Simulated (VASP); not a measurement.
Wanted: the native input for a VASP 6.6.1 run.

* Task: relaxation of cell and atoms
* Functional: LDA
* Potentials or basis: VASP PAW LDA potentials, release 64 (Pt, S)
* Cutoff: 600 eV
* k mesh: 4 × 4 × 6
* Occupations: fermi-dirac, width 0.02 eV
* Spin: no spin polarisation
* Dipole correction: no
* Further INCAR settings: ALGO = Normal; EDIFF = 1e-07; IBRION = 2; EDIFFG = -0.005; NSW = 80; ISIF = 3

The structure of PtS2 lies in POSCAR:

```
PtS2
1.0
    5.4579142686      0.0000000000      0.0000000000
    0.0000000000      5.4579142686      0.0000000000
    0.0000000000      0.0000000000      3.8159519440
Pt S
2 4
Direct
    0.0000000000      0.0000000000      0.0000000000
    0.5000000000      0.5000000000      0.5000000000
    0.3096298023      0.3096298023      0.0000000000
    0.1903701977      0.8096298023      0.5000000000
    0.8096298023      0.1903701977      0.5000000000
    0.6903701977      0.6903701977      0.0000000000
```

The input as run:

INCAR

```
PREC = Accurate
ENCUT = 600
EDIFF = 1E-7
ISMEAR = -1
SIGMA = 0.02
LREAL = F
LASPH = T
NELM = 80
ALGO = Normal
ISIF = 3
LWAVE = F
LCHARG = F
IBRION = 2
NSW = 80
EDIFFG = -0.005
```

KPOINTS

```
Automatic mesh
0
Gamma
  4 4 6
```

Potentials or basis: VASP PAW LDA potentials, release 64 (Pt, S).

Run with:

```bash
$ cat potpaw_LDA.64/Pt/POTCAR potpaw_LDA.64/S/POTCAR > POTCAR
$ mpirun -np 1 vasp_std > vasp.out
```

Results of the run:

```json
{"Relaxed volume": "17.87 Å³/atom", "Relaxed cell": "a = 5.335 Å, b = 5.335 Å, c = 3.767 Å, α = 90.00°, β = 90.00°, γ = 90.00°", "Space group after relaxing (to 0.05 Å)": "P4_2/mnm (No. 136)", "Energy gained by relaxing": "25.5 meV/atom", "Ionic steps": "10", "Pressure after relaxing": "0.0 GPa", "Band gap on the k mesh": "zero (band 22 reaches 7.08 eV, above the bottom of band 23 at 6.52 eV)"}
```

Caveat: spin-orbit coupling is left out, which moves the levels of the heavy elements.

Run time: 3.4 min on 1 thread of Intel(R) Xeon(R) 6975P-C (Granite Rapids) (shared host), peak memory 0.26 GiB.
